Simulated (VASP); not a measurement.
Cu:

```
Cu
1.0
     0.00000    2.51687    2.51687
     2.51687    0.00000    2.51687
     2.51687    2.51687    0.00000
Cu
2
Direct
  0.12500 0.12500 0.12500
  0.87500 0.87500 0.87500
```

```yaml
Program: VASP 6.6.1
Task: relaxation of cell and atoms
Functional: RPBE
Potentials_or_basis: VASP PAW PBE potentials, release 64 (Cu)
Cutoff: 600 eV
k_mesh: 11 × 11 × 11
Occupations: fermi-dirac, width 0.1 eV
Spin: no spin polarisation
```

At the start: pressure 19.8 GPa; volume 15.94 Å³/atom.

Where does the relaxation end?

Over 4 steps the energy falls by 210.8 meV/atom and the volume is 20.25 Å³/atom (+27.0 %); space group Fd-3m (No. 227, to 0.05 Å).

Step by step:
```tsv
step	energy change (eV)	largest force (eV/Å)	pressure (GPa)	volume (Å³)
1	0.0000	0.0000	19.83	31.89
2	-0.4156	0.0000	-1.75	41.89
3	-0.4212	0.0000	0.39	40.21
4	-0.4216	0.0000	0.08	40.50
```

Final structure:
```
Cu
1.0
     0.00000    2.72579    2.72579
     2.72579    0.00000    2.72579
     2.72579    2.72579    0.00000
Cu
2
Direct
  0.12500 0.12500 0.12500
  0.87500 0.87500 0.87500
```

Caveat: the volume moved by over 15 % at a fixed basis, so the end points are rough; the PAW data sets were made with another functional, which shifts forces and pressure a little.
